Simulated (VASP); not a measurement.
# CdSe (F-43m) in VASP: a series of runs

Runs on CdSe. Level: LDA. Tasks: single point, relaxation of cell and atoms.

Everything below comes from runs of VASP 6.6.1. Logs are shortened: lines on timing, memory, paths and dates and some standing lists are left out, and cuts for length are marked.

**1. The cell of the first run**

It takes space group F-43m (No. 216, cubic). The conventional cell has a = 6.085 Å, b = 6.085 Å, c = 6.085 Å, α = 90.00°, β = 90.00°, γ = 90.00°. Cd (site symmetry -43m) has 4 Se at 2.63 Å within 3.5 Å. Within 3.5 Å of Se (site symmetry -43m) lie 4 Cd at 2.63 Å.

**2. Single point, LDA**

INCAR reads:

```
  PREC = Accurate
  ENCUT = 520
  EDIFF = 1E-7
  ISMEAR = 0
  SIGMA = 0.01
  LREAL = False
  LASPH = True
  NELM = 80
  ALGO = Normal
  ISIF = 2
  LWAVE = False
  LCHARG = False
  GGA = CA
  NBANDS = 16
```

KPOINTS reads:

```
regular mesh
0
Gamma
  6 6 6
```

POSCAR reads:

```
CdSe
1.0
    3.0424793252      3.0424793252      0.0000000000
   -3.0424793252      3.0424793252      0.0000000000
    0.0000000000      3.0424793252      3.0424793252
Cd Se
1 1
Direct
    0.0000000000      0.0000000000      0.0000000000
    0.7500000000      0.2500000000      0.5000000000
```

Potentials or basis: VASP PAW LDA potentials, release 64 (Cd, Se).

Command:

```sh
cat potpaw_LDA.64/Cd/POTCAR potpaw_LDA.64/Se/POTCAR > POTCAR
mpirun -np 1 vasp_std > vasp.out
```

OUTCAR:

```text
PREC = Accurate
   ENCUT = 520
   EDIFF = 1E-7
   ISMEAR = 0
   LREAL = False
   LASPH = True
   NELM = 80
   ISIF = 2
   GGA = CA

 ion  position               nearest neighbor table
   1  0.000  0.000  0.000-   2 2.63   2 2.63   2 2.63   2 2.63
   2  0.750  0.250  0.500-   1 2.63   1 2.63   1 2.63   1 2.63

  LATTYP: Found a face centered cubic cell.
 ALAT       =     6.0849586504

  Lattice vectors:

 A1 = (   0.0000000000,   3.0424793252,   3.0424793252)
 A2 = (   3.0424793252,   0.0000000000,   3.0424793252)
 A3 = (   3.0424793252,   3.0424793252,   0.0000000000)

Analysis of symmetry for initial positions (statically):
=====================================================================
 Subroutine PRICEL returns:
 Original cell was already a primitive cell.

 Routine SETGRP: Setting up the symmetry group for a
 face centered cubic supercell.

 Subroutine GETGRP returns: Found 24 space group operations
 (whereof 24 operations were pure point group operations)
 out of a pool of 48 trial point group operations.

The static configuration has the point symmetry T_d .

Analysis of symmetry for dynamics (positions and initial velocities):
=====================================================================
 Subroutine PRICEL returns:
 Original cell was already a primitive cell.

 Routine SETGRP: Setting up the symmetry group for a
 face centered cubic supercell.

 Subroutine GETGRP returns: Found 24 space group operations
 (whereof 24 operations were pure point group operations)
 out of a pool of 48 trial point group operations.

The dynamic configuration has the point symmetry T_d .

 Subroutine INISYM returns: Found 24 space group operations
 (whereof 24 operations are pure point group operations),
 and found     1 'primitive' translations

----------------------------------------------------------------------------------------

                                     Primitive cell

  volume of cell :      56.3265

  direct lattice vectors                    reciprocal lattice vectors
     3.042479325  3.042479325  0.000000000     0.164339654  0.164339654 -0.164339654
    -3.042479325  3.042479325  0.000000000    -0.164339654  0.164339654 -0.164339654
     0.000000000  3.042479325  3.042479325     0.000000000  0.000000000  0.328679308

  length of vectors
     4.302715525  4.302715525  4.302715525     0.284644631  0.284644631  0.328679308

  position of ions in fractional coordinates (direct lattice)
     0.000000000  0.000000000  0.000000000
     0.750000000  0.250000000  0.500000000

  ion indices of the primitive-cell ions
   primitive index   ion index
                 1           1
                 2           2

----------------------------------------------------------------------------------------

 KPOINTS: regular mesh

Automatic generation of k-mesh.
 Grid dimensions read from file:
 generate k-points for:    6    6    6

 Generating k-lattice:

  Cartesian coordinates                     Fractional coordinates (reciprocal lattice)
     0.027389942  0.027389942 -0.027389942     0.166666667  0.000000000  0.000000000
    -0.027389942  0.027389942 -0.027389942     0.000000000  0.166666667  0.000000000
     0.000000000  0.000000000  0.054779885     0.000000000  0.000000000  0.166666667

  Length of vectors
     0.047440772  0.047440772  0.054779885

  Shift w.r.t. Gamma in fractional coordinates (k-lattice)
     0.000000000  0.000000000  0.000000000

 Subroutine IBZKPT returns following result:
 ===========================================

 Found     16 irreducible k-points:

 Following reciprocal coordinates:
            Coordinates               Weight
  0.000000  0.000000  0.000000      1.000000
  0.166667  0.000000  0.000000      8.000000
  0.333333  0.000000  0.000000      8.000000
  0.500000  0.000000  0.000000      4.000000
  0.166667  0.166667  0.000000     12.000000
  0.333333  0.166667  0.000000     24.000000
[... 8 lines left out ...]
  0.500000  0.333333  0.166667     24.000000
  0.500000  0.500000  0.166667     12.000000
   k-points           NKPTS =     16   k-points in BZ     NKDIM =     16   number of bands    NBANDS=     16
   number of dos      NEDOS =    301   number of ions     NIONS =      2
   total plane-waves  NPLWV =  32768
   dimension x,y,z NGX =    32 NGY =   32 NGZ =   32
   dimension x,y,z NGXF=    64 NGYF=   64 NGZF=   64
   ions per type =               1   1
   NGX,Y,Z   is equivalent  to a cutoff of  12.36, 12.36, 12.36 a.u.
   NGXF,Y,Z  is equivalent  to a cutoff of  24.73, 24.73, 24.73 a.u.
 SYSTEM =  unknown system
   PREC   = accura    normal or accurate (medium, high low for compatibility)
   ISTART =      0    job   : 0-new  1-cont  2-samecut
   ICHARG =      2    charge: 1-file 2-atom 10-const
   ISPIN  =      1    spin polarized calculation?
   LNONCOLLINEAR =      F non collinear calculations
   LSORBIT =      F    spin-orbit coupling
   LASPH  =      T    aspherical Exc in radial PAW
[... 25 lines left out ...]
  Thomas-Fermi vector in A             =   2.255890
   LORBIT       =      0    0 simple, 1 ext, 2 COOP (PROOUT), +10 PAW based schemes
   GGA     = CA    functional components
   LHFCALC =     F    Hartree Fock is set to
   AEXX    =    0.0000 exact exchange contribution
   IVDW    =     0    specifies the selected vdW correction
   LEPSILON=     F    determine dielectric tensor
   LRPA    =     F    only Hartree local field effects (RPA)
 non-spin polarized calculation
 Gauss-broadening in eV      SIGMA  =   0.01
  energy-cutoff  :      520.00
  volume of cell :       56.33
 maximum number of plane-waves:      1527
   NGX = 17   NGY = 17   NGZ = 17

 number of electron      18.0000000 magnetization

 Free energy of the ion-electron system (eV)
  ---------------------------------------------------
  ext. energy  EPLUGINS =         0.00000000
  ---------------------------------------------------
  free energy    TOTEN  =        -6.74861659 eV

  energy without entropy =       -6.74861659  energy(sigma->0) =       -6.74861659

 E-fermi :   0.8866     XC(G=0):  -9.2838

 val. band max:        0.8050440590   @ k =   0.0000   0.0000   0.0000
 cond. band min:       1.1623537759   @ k =   0.0000   0.0000   0.0000
 fundamental gap:      0.3573097169
 Fermi energy:         0.8865567064

 k-point     1 :       0.0000    0.0000    0.0000
  band No.  band energies     occupation
      1     -11.8334      2.00000
      2      -7.1460      2.00000
      3      -7.1460      2.00000
      4      -7.1460      2.00000
      5      -6.7684      2.00000
      6      -6.7684      2.00000
[... 8 lines left out ...]
     15      11.8896      0.00000
     16      11.8896      0.00000

 k-point     2 :       0.1667    0.0000    0.0000
  band No.  band energies     occupation
      1     -11.7401      2.00000
      2      -7.1169      2.00000
      3      -7.1169      2.00000
      4      -7.0601      2.00000
      5      -6.7694      2.00000
      6      -6.7694      2.00000
[... 8 lines left out ...]
     15      10.8457      0.00000
     16      11.0624      0.00000

 k-point     3 :       0.3333    0.0000    0.0000
  band No.  band energies     occupation
      1     -11.5502      2.00000
      2      -7.0687      2.00000
      3      -7.0687      2.00000
      4      -6.7606      2.00000
      5      -6.7587      2.00000
      6      -6.7587      2.00000
[... 8 lines left out ...]
     15      11.2701      0.00000
     16      11.2701      0.00000

 k-point     4 :       0.5000    0.0000    0.0000
  band No.  band energies     occupation
      1     -11.4543      2.00000
      2      -7.0515      2.00000
      3      -7.0515      2.00000
      4      -6.7449      2.00000
      5      -6.7449      2.00000
      6      -6.4772      2.00000
[... 8 lines left out ...]
     15      12.8568      0.00000
     16      12.8568      0.00000
[... 172 lines left out ...]
 k-point    14 :       0.3333    0.3333    0.1667
  band No.  band energies     occupation
      1     -11.4275      2.00000
      2      -6.9995      2.00000
      3      -6.9913      2.00000
      4      -6.8396      2.00000
      5      -6.7421      2.00000
      6      -6.5345      2.00000
[... 8 lines left out ...]
     15      12.7862      0.00000
     16      13.8481      0.00000

 k-point    15 :       0.5000    0.3333    0.1667
  band No.  band energies     occupation
      1     -11.3658      2.00000
      2      -6.9935      2.00000
      3      -6.9642      2.00000
      4      -6.8021      2.00000
      5      -6.7579      2.00000
      6      -6.3406      2.00000
[... 8 lines left out ...]
     15      12.5407      0.00000
     16      13.7676      0.00000

 k-point    16 :       0.5000    0.5000    0.1667
  band No.  band energies     occupation
      1     -11.3357      2.00000
      2      -6.9596      2.00000
      3      -6.9382      2.00000
      4      -6.8336      2.00000
      5      -6.7408      2.00000
      6      -6.3151      2.00000
[... 8 lines left out ...]
     15      13.4677      0.00000
     16      13.7130      0.00000

------------------------ aborting loop because EDIFF is reached ----------------------------------------

  FORCE on cell =-STRESS in cart. coord.  units (eV):
  Direction    XX          YY          ZZ          XY          YZ          ZX
  --------------------------------------------------------------------------------------
  -------------------------------------------------------------------------------------
  Total       -0.5628012     -0.5628012     -0.5628012      0.0000000     -0.0000000      0.0000000
  in kB      -16.0085763    -16.0085763    -16.0085763      0.0000000     -0.0000000      0.0000000
  external PRESSURE =     -16.0085763 kB  Pullay stress =       0.0000000 kB

 VOLUME and BASIS-vectors are now :
 -----------------------------------------------------------------------------
  energy-cutoff  :      520.00
  volume of cell :       56.33
      direct lattice vectors                 reciprocal lattice vectors
     3.042479325  3.042479325  0.000000000     0.164339654  0.164339654 -0.164339654
    -3.042479325  3.042479325  0.000000000    -0.164339654  0.164339654 -0.164339654
     0.000000000  3.042479325  3.042479325     0.000000000  0.000000000  0.328679308

 POSITION                                       TOTAL-FORCE (eV/Angst)
 -----------------------------------------------------------------------------------
      0.00000      0.00000      0.00000         0.000000     -0.000000      0.000000
      1.52124      4.56372      1.52124        -0.000000      0.000000      0.000000
 -----------------------------------------------------------------------------------
    total drift:                               -0.000000     -0.000000      0.000000

  FREE ENERGIE OF THE ION-ELECTRON SYSTEM (eV)
  ---------------------------------------------------
  free  energy   TOTEN  =        -6.7486165950 eV

  energy  without entropy=       -6.7486165950  energy(sigma->0) =       -6.74861659
```

Wall time 7.4 s (1 thread of Intel Xeon 6975P-C, shared host); peak memory 0.16 GiB.

What came out:

```yaml
Free_energy: -6.7486 eV
Pressure: -1.6 GPa
Band_gap_on_the_k_mesh: 0.36 eV, direct
```

**3. Relaxation of cell and atoms, LDA, target pressure -2 GPa, at which the enthalpy is minimised**

This run uses another cell than the first one, of 27.11 Å³/atom, 0.963 times its volume.

INCAR reads:

```
PREC = Accurate
ENCUT = 600
EDIFF = 1E-6
ISMEAR = 0
SIGMA = 0.01
LREAL = False
LASPH = True
NELM = 60
ALGO = Normal
ISIF = 3
LWAVE = False
LCHARG = False
GGA = CA
IBRION = 2
NSW = 100
EDIFFG = -0.002
PSTRESS = -20.0
```

KPOINTS is that of step 2.

POSCAR reads:

```
CdSe
1.0
    3.0039936764      3.0039936764      0.0000000000
   -3.0039936764      3.0039936764      0.0000000000
    0.0000000000      3.0039936764      3.0039936764
Cd Se
1 1
Direct
    0.0000000000      0.0000000000      0.0000000000
    0.7500000000      0.2500000000      0.5000000000
```

Potentials or basis: VASP PAW LDA potentials, release 64 (Cd, Se).

Command:

```sh
cat potpaw_LDA.64/Cd/POTCAR potpaw_LDA.64/Se/POTCAR > POTCAR
mpirun -np 1 vasp_std > vasp.out
```

Run time: 22 s. Hardware: 1 thread of Intel Xeon 6975P-C, shared host; peak memory 0.19 GiB.

The run converged. Its results:

- Free energy: -6.7431 eV
- Relaxed volume: 28.37 Å³/atom
- Relaxed cell: a = 4.313 Å, b = 4.313 Å, c = 4.313 Å, α = 60.00°, β = 60.00°, γ = 90.00°
- Space group after relaxing (to 0.05 Å): F-43m (No. 216)
- Energy change on relaxing (the enthalpy is what falls): +6.5 meV/atom
- Ionic steps: 3
- Pressure after relaxing: -2.0 GPa
- Band gap on the k mesh: 0.34 eV, direct

Step by step:
| step | energy change (eV) | largest force (eV/Å) | pressure (GPa) | volume (Å³) |
| --- | --- | --- | --- | --- |
| 1 | 0.0000 | 0.0000 | 0.47 | 54.22 |
| 2 | 0.0249 | 0.0000 | -2.66 | 57.56 |
| 3 | 0.0129 | 0.0000 | -1.99 | 56.73 |

Final structure:
```
CELL_PARAMETERS angstrom
3.04974 3.04974 0.00000
-3.04974 3.04974 0.00000
0.00000 3.04974 3.04974
ATOMIC_POSITIONS crystal
Cd 0.00000 0.00000 0.00000
Se 0.75000 0.25000 0.50000
```

Levels at points of the mesh, in eV from the valence-band top:
```
           k point  band 6  band 7  band 8  band 9  band 10  band 11  band 12  band 13
(0.00, 0.00, 0.00)   -7.56    0.00    0.00    0.00     0.34     5.79     5.79     5.79
(0.50, 0.00, 0.00)   -7.27   -4.43   -0.75   -0.75     2.18     6.31     6.31     7.17
(0.50, 0.50, 0.00)   -7.21   -4.13   -1.86   -1.86     2.95     3.60     8.84     9.97
```

Caveat: the cell is relaxed towards a set pressure, so the enthalpy falls and the energy may rise.

**4. Relaxation of cell and atoms, LDA, target pressure 2 GPa, at which the enthalpy is minimised**

This run uses another cell than the first one, of 27.11 Å³/atom, 0.963 times its volume.

INCAR reads:

```
PREC     = Accurate       # precision mode
ENCUT    = 600            # plane-wave cutoff, eV
EDIFF    = 1E-6           # SCF threshold, eV
ISMEAR   = 0              # smearing method
SIGMA    = 0.01           # smearing width, eV
LREAL    = False          # projectors in reciprocal space
LASPH    = True           # aspherical terms in the spheres
NELM     = 100            # most SCF steps
ALGO     = Normal         # electronic algorithm
ISIF     = 3              # what is computed and relaxed
LWAVE    = False          # write WAVECAR
LCHARG   = False          # write CHGCAR
IBRION   = 2              # ionic algorithm
NSW      = 100            # ionic steps
EDIFFG   = -0.002         # ionic threshold
PSTRESS  = 20.0
```

KPOINTS reads:

```
Automatic mesh
0
Gamma
  6 6 6
```

POSCAR is that of step 3.

Command:

```sh
cat potpaw_LDA.64/Cd/POTCAR potpaw_LDA.64/Se/POTCAR > POTCAR
mpirun -np 1 vasp_std > vasp.out
```

Wall time 39 s (1 thread of Intel Xeon 6975P-C, shared host); peak memory 0.19 GiB.

The run converged. Its results:

```
Free energy                                            : -6.7463 eV
Relaxed volume                                         : 26.46 Å³/atom
Relaxed cell                                           : a = 4.214 Å, b = 4.214 Å, c = 4.214 Å, α = 60.00°, β = 60.00°, γ = 90.00°
Space group after relaxing (to 0.05 Å)                 : F-43m (No. 216)
Energy change on relaxing (the enthalpy is what falls) : +4.9 meV/atom
Ionic steps                                            : 7
Pressure after relaxing                                : 2.0 GPa
Band gap on the k mesh                                 : 0.48 eV, direct
```

The path:
| step | energy change (eV) | largest force (eV/Å) | pressure (GPa) | volume (Å³) |
| --- | --- | --- | --- | --- |
| 1 | 0.0000 | 0.0000 | 0.47 | 54.22 |
| 2 | 0.0207 | 0.0000 | 2.89 | 52.20 |
| 3 | 0.0099 | 0.0000 | 1.98 | 52.91 |
| 4 | 0.0102 | 0.0000 | 2.02 | 52.89 |
| 5 | 0.0099 | 0.0000 | 2.02 | 52.91 |
| 6 | 0.0091 | 0.0000 | 1.91 | 52.98 |
| 7 | 0.0098 | 0.0000 | 2.00 | 52.92 |

Final structure:
```xyz
2
Lattice="2.9798 2.9798 0.0000 -2.9798 2.9798 0.0000 0.0000 2.9798 2.9798" Properties=species:S:1:pos:R:3 pbc="T T T"
Cd    0.0000    0.0000    0.0000
Se    1.4899    4.4698    1.4899
```

Levels at points of the mesh, in eV from the valence-band top:
| k point | band 7 | band 8 | band 9 | band 10 | band 11 | band 12 |
| --- | --- | --- | --- | --- | --- | --- |
| (0.00, 0.00, 0.00) | 0.00 | 0.00 | 0.00 | 0.48 | 5.79 | 5.79 |
| (0.50, 0.00, 0.00) | -4.86 | -0.86 | -0.86 | 2.26 | 6.32 | 6.32 |
| (0.50, 0.50, 0.00) | -4.45 | -2.11 | -2.11 | 2.82 | 3.65 | 9.18 |

Caveat: the cell is relaxed towards a set pressure, so the enthalpy falls and the energy may rise. Expect the measured gap to be larger: semilocal functionals such as LDA lack the derivative discontinuity.

**5. Relaxation of cell and atoms, LDA, target pressure 4 GPa, at which the enthalpy is minimised**

This run uses another cell than the first one, of 27.11 Å³/atom, 0.963 times its volume.

INCAR reads:

```
SYSTEM = CdSe
PREC = Accurate
ENCUT = 600
EDIFF = 1E-6
ISMEAR = 0
SIGMA = 0.01
LREAL = .False.
LASPH = .True.
NELM = 80
ALGO = Normal
ISIF = 3
LWAVE = .False.
LCHARG = .False.
GGA = CA
IBRION = 2
NSW = 100
EDIFFG = -0.002
PSTRESS = 40.0
```

KPOINTS reads:

```
Automatic mesh
0
Gamma
  6 6 6
  0 0 0
```

POSCAR is that of step 4.

Command:

```sh
cat potpaw_LDA.64/Cd/POTCAR potpaw_LDA.64/Se/POTCAR > POTCAR
mpirun -np 1 vasp_std > vasp.out
```

Run time: 24 s. Hardware: 1 thread of Intel Xeon 6975P-C, shared host; peak memory 0.19 GiB.

It converged, with:

```
Free energy                                            : -6.7193 eV
Relaxed volume                                         : 25.73 Å³/atom
Relaxed cell                                           : a = 4.175 Å, b = 4.175 Å, c = 4.175 Å, α = 60.00°, β = 60.00°, γ = 90.00°
Space group after relaxing (to 0.05 Å)                 : F-43m (No. 216)
Energy change on relaxing (the enthalpy is what falls) : +18.4 meV/atom
Ionic steps                                            : 3
Pressure after relaxing                                : 4.0 GPa
Band gap on the k mesh                                 : 0.54 eV, direct
```

Step by step:
```tsv
step	energy change (eV)	largest force (eV/Å)	pressure (GPa)	volume (Å³)
1	0.0000	0.0000	0.47	54.22
2	0.0977	0.0000	6.93	49.66
3	0.0367	0.0000	3.99	51.46
```

Final structure:
```
Cd Se
1.0
     2.95224    2.95224    0.00000
    -2.95224    2.95224    0.00000
     0.00000    2.95224    2.95224
Cd Se
1 1
Direct
  0.00000 0.00000 0.00000
  0.75000 0.25000 0.50000
```

Levels at points of the mesh, in eV from the valence-band top:
| k point | band 6 | band 7 | band 8 | band 9 | band 10 | band 11 | band 12 | band 13 |
| --- | --- | --- | --- | --- | --- | --- | --- | --- |
| (0.00, 0.00, 0.00) | -7.83 | 0.00 | 0.00 | 0.00 | 0.54 | 5.78 | 5.78 | 5.78 |
| (0.50, 0.00, 0.00) | -7.47 | -5.04 | -0.90 | -0.90 | 2.29 | 6.32 | 6.32 | 7.42 |
| (0.50, 0.50, 0.00) | -7.39 | -4.59 | -2.22 | -2.22 | 2.76 | 3.66 | 9.33 | 10.56 |

Caveat: the cell is relaxed towards a set pressure, so the enthalpy falls and the energy may rise. LDA gaps usually lie below the measured ones, often by a third to a half.

**6. Summary**

| task | cell | cutoff (eV) | gap on the mesh (eV) | pressure (GPa) |
| --- | --- | --- | --- | --- |
| single point | a = 4.303 Å, angles 60.0, 60.0, 90.0°, 2 atoms | 520 | 0.36 | -1.6 |
| relaxation of cell and atoms | relaxed to -2 GPa from a = 4.248 Å, angles 60.0, 60.0, 90.0°, 2 atoms | 600 | 0.34 | -2.0 |
| relaxation of cell and atoms | relaxed to 2 GPa from a = 4.248 Å, angles 60.0, 60.0, 90.0°, 2 atoms | 600 | 0.48 | 2.0 |
| relaxation of cell and atoms | relaxed to 4 GPa from a = 4.248 Å, angles 60.0, 60.0, 90.0°, 2 atoms | 600 | 0.54 | 4.0 |

Alike in all rows: level LDA; potentials or basis VASP PAW LDA potentials, release 64 (Cd, Se); no spin polarisation; k mesh 6 × 6 × 6; smearing gaussian 0.01 eV.

Caveats: the cell is relaxed towards a set pressure, so the enthalpy falls and the energy may rise (some runs).

Total energies depend on the potentials used, so only differences within one code and one set of settings carry meaning.
